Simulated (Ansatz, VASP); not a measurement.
## One calculation of BN, two programs

```
B N
1.0
    -2.55394    0.00000    0.00000
     1.27697   -2.21178    0.00000
     0.00000    0.00000   17.18057
B N
6 6
Direct
  0.33333 0.66667 0.16905
  0.33333 0.66667 0.41508
  0.33333 0.66667 0.66110
  0.66667 0.33333 0.04604
  0.66667 0.33333 0.29206
  0.66667 0.33333 0.53809
  0.33333 0.66667 0.07693
  0.33333 0.66667 0.32295
  0.33333 0.66667 0.56898
  0.66667 0.33333 0.69199
  0.66667 0.33333 0.19994
  0.66667 0.33333 0.44596
```

Alike in both runs: task single point; functional LDA; k mesh 10 × 10 × 2; occupations gaussian, width 0.05 eV; no spin polarisation.

|  | VASP | Ansatz |
| --- | --- | --- |
| version | VASP 6.6.1 | Ansatz 0.2.0 |
| potentials or method | VASP PAW LDA potentials, release 64 (B, N), cutoff 520 eV | scalar-relativistic, plane waves, PAW |
| valence electrons in the cell | 48 | 48 |

|  | VASP | Ansatz | Ansatz less VASP |
| --- | --- | --- | --- |
| gap on the k mesh at the Fermi level (eV) | none | none | - |
| pressure (GPa) | -11.4 | -12.0 | -0.63 |
| traceless stress, the component that is largest in VASP (GPa) | 4.01 | 4.11 | +0.101 |
| rms of the force components (eV/Å) | 0.776 | 0.778 | +0.0017 |

LDA's correlation is that of Perdew and Zunger in VASP and of Perdew and Wang (1992) in Ansatz. Atom by atom the forces differ by 0.007 eV/Å (rms over components). A gap of «none» marks a metal or a gap that the smearing closes.
